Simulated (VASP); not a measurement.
Input of a VASP 6.6.1 run:

File INCAR:

```
SYSTEM = Ti
PREC = Accurate ; ENCUT = 520
EDIFF = 1E-6 ; ISMEAR = 0
SIGMA = 0.15 ; LREAL = .False.
LASPH = .True. ; NELM = 80
ALGO = Fast ; ISIF = 2
LWAVE = .False. ; LCHARG = .True.
GGA = PE ; LELF = .True.
LVHAR = .True. ; NBANDS = 25
```

KPOINTS

```
regular mesh
0
Gamma
  12 12 14
  0 0 0
```

The input POSCAR:

```
Ti
1.0
    4.6707000000      0.0000000000      0.0000000000
   -2.3353500000      4.0449448535      0.0000000000
    0.0000000000      0.0000000000      3.0583000000
Ti
3
Direct
    0.0000000000      0.0000000000      0.0000000000
    0.3333333333      0.6666666667      0.5000000000
    0.6666666667      0.3333333333      0.5000000000
```

Potentials or basis: VASP PAW PBE potentials, release 64 (Ti_sv).

Launch:

```bash
$ cat potpaw_PBE.64/Ti_sv/POTCAR > POTCAR
$ mpirun -np 1 vasp_std > vasp.out
```

What does it give for the pressure?

-10.5 GPa.

Estimate the band gap on the k mesh.

zero (bands 18 and 19 overlap by 0.39 eV).

Stress tensor (GPa, compression positive):
```
 -7.75   0.00   0.00
  0.00  -7.75   0.00
  0.00   0.00 -16.09
```

Caveat: the cell stands under tension.
